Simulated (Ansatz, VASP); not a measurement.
**BN in VASP and in Ansatz**

```xyz
4
Lattice="2.4883 0.0000 0.0000 -1.2442 2.1550 0.0000 0.0000 0.0000 6.4955" Properties=species:S:1:pos:R:3 pbc="T T T"
B     0.0010    1.4361    1.6239
B     1.2432    0.7189    4.8716
N     0.0033    1.4347    4.8716
N     1.2409    0.7202    1.6239
```

Alike in both runs: task single point; functional r2SCANh; k mesh 8 × 8 × 4; occupations fermi-dirac, width 0.01 eV; no spin polarisation.

```csv
,VASP,Ansatz
version,VASP 6.6.1,Ansatz 0.2.0
potentials or method,"VASP PAW PBE potentials, release 64 (B, N), cutoff 580 eV",plane-wave PAW DFT
valence electrons in the cell,16,16
```

Ansatz gave:

* gap on the k mesh at the Fermi level (eV): 5.53

**Question.** What did VASP give for the same quantities?

**Answer.** gap on the k mesh at the Fermi level (eV): 5.57.

VASP's potentials were made for PBE, not for r2SCANh.
